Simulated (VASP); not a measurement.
Set up this calculation in VASP 6.6.1, as the native input.

| Item | Value |
| --- | --- |
| Task | single point |
| Functional | PBE |
| Potentials or basis | VASP PAW PBE potentials, release 64 (Gd, O) |
| Cutoff | 520 eV |
| k mesh | 9 × 9 × 9 |
| Occupations | fermi-dirac, width 0.05 eV |
| Spin | collinear spin, ferromagnetic start |
| Starting moments | [7.0, 0.0] μB |
| Dipole correction | no |
| Further INCAR settings | ALGO = Normal; EDIFF = 1e-06; NBANDS = 23 |

The structure of GdO lies in POSCAR:

```
GdO
1.0
    2.8018137600      0.0000000000      0.0000000000
    0.0000000000      2.8018137600      0.0000000000
    0.0000000000      0.0000000000      2.8018137600
Gd O
1 1
Direct
    0.0000000000      0.0000000000      0.0000000000
    0.5000000000      0.5000000000      0.5000000000
```

These files were run (other wordings do the same):

INCAR

```
SYSTEM = GdO
PREC     = Accurate       ! precision mode
ENCUT    = 520            ! plane-wave cutoff, eV
EDIFF    = 1E-6           ! SCF threshold, eV
ISMEAR   = -1             ! smearing method
SIGMA    = 0.05           ! smearing width, eV
LREAL    = .FALSE.        ! projectors in reciprocal space
LASPH    = .TRUE.         ! aspherical terms in the spheres
NELM     = 150            ! most SCF steps
ALGO     = Normal         ! electronic algorithm
ISIF     = 2              ! what is computed and relaxed
LWAVE    = .FALSE.        ! write WAVECAR
LCHARG   = .FALSE.        ! write CHGCAR
ISPIN    = 2              ! spin polarisation
MAGMOM   = 7 0            ! initial moments
LORBIT   = 11             ! projections on sites
LMAXMIX  = 6              ! l up to which the mixer works
GGA      = PE             ! functional
NBANDS   = 23             ! bands
```

KPOINTS

```
Automatic mesh
0
G
  9 9 9
  0 0 0
```

Potentials or basis: VASP PAW PBE potentials, release 64 (Gd, O).

Launch:

```sh
$ cat potpaw_PBE.64/Gd/POTCAR potpaw_PBE.64/O/POTCAR > POTCAR
$ mpirun -np 1 vasp_std > vasp.out
```

Results of the run:

* Pressure: 48.6 GPa
* Net moment: 6.97 μB per cell
* Site moments: Gd +6.71; O +0.01 μB
* Valence electrons inside the program's atomic spheres: Gd 15.66; O 5.07

Caveat: a cell with one magnetic atom can't hold antiferromagnetic order, which such compounds often take.

It took 45 s on 1 thread of Intel(R) Xeon(R) 6975P-C (Granite Rapids), on a shared host, peak memory 0.17 GiB.
